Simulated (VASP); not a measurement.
Here is a VASP 6.6.1 calculation.

Contents of INCAR:

```
  ALGO = Normal
  EDIFF = 1E-6
  ENCUT = 600
  GGA = PE
  GGA_COMPAT = F
  ISIF = 2
  ISMEAR = 0
  LASPH = T
  LCHARG = T
  LELF = T
  LREAL = F
  LVHAR = T
  LWAVE = F
  NBANDS = 26
  NELM = 120
  PREC = Accurate
  SIGMA = 0.2
```

The input KPOINTS:

```
k-points
0
Gamma
  5 5 5
```

The input POSCAR:

```
WF3
1.0
    3.6839876365      0.0000000000      0.0000000000
   -1.8419938183      3.1904268805      0.0000000000
    0.0000000000      0.0000000000      4.1028078172
W F
1 3
Direct
    0.0000000000      0.0000000000      0.5000000000
    0.0000000000      0.0000000000      0.0000000000
    0.3333333333      0.6666666667      0.6406035144
    0.6666666667      0.3333333333      0.3593964856
```

Potentials or basis: VASP PAW PBE potentials, release 64 (W_sv, F).

Run with:

```console
$ cat potpaw_PBE.64/W_sv/POTCAR potpaw_PBE.64/F/POTCAR > POTCAR
$ mpirun -np 1 vasp_std > vasp.out
```

Problem. What does it give for the band gap on the k mesh?

Solution. Zero (an odd number of electrons rules out a gap without spin polarisation).

Problem. Estimate the largest force.

Solution. 0.035 eV/Å.

Problem. Estimate the pressure.

Solution. 0.9 GPa.

Stress tensor (GPa, compression positive):
```
0.82 0.00 0.00
0.00 0.82 0.00
0.00 0.00 1.09
```

Caveat: the k points lie up to 0.39 Å⁻¹ apart, too coarse for converged energies and pressures of a metal; spin-orbit coupling is left out, which moves the levels of the heavy elements; an odd number of electrons without spin polarisation forces a metal; a magnetic or distorted state may lie lower.
